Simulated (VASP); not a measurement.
Input of a VASP 6.6.1 run:

The input INCAR:

```
SYSTEM = Sb3Pb
PREC = Accurate
ENCUT = 520
EDIFF = 1E-6
ISMEAR = 0
SIGMA = 0.1
LREAL = .FALSE.
LASPH = .TRUE.
NELM = 100
ALGO = Normal
ISIF = 2
LWAVE = .FALSE.
LCHARG = .FALSE.
GGA = PE
NBANDS = 22
```

KPOINTS

```
regular mesh
0
G
  10 10 10
  0 0 0
```

File POSCAR:

```
Sb3Pb
1.0
   -3.0854934854      3.0854934854      3.0854934854
    3.0854934854     -3.0854934854      3.0854934854
    3.0854934854      3.0854934854     -3.0854934854
Sb Pb
3 1
Direct
    0.0000000000      0.5000000000      0.5000000000
    0.5000000000      0.0000000000      0.5000000000
    0.5000000000      0.5000000000      0.0000000000
    0.0000000000      0.0000000000      0.0000000000
```

Potentials or basis: VASP PAW PBE potentials, release 64 (Sb, Pb_d).

The run is started by

```console
$ cat potpaw_PBE.64/Sb/POTCAR potpaw_PBE.64/Pb_d/POTCAR > POTCAR
$ mpirun -np 1 vasp_std > vasp.out
```

**Question.** What does it give for the pressure?

**Answer.** 3.4 GPa.
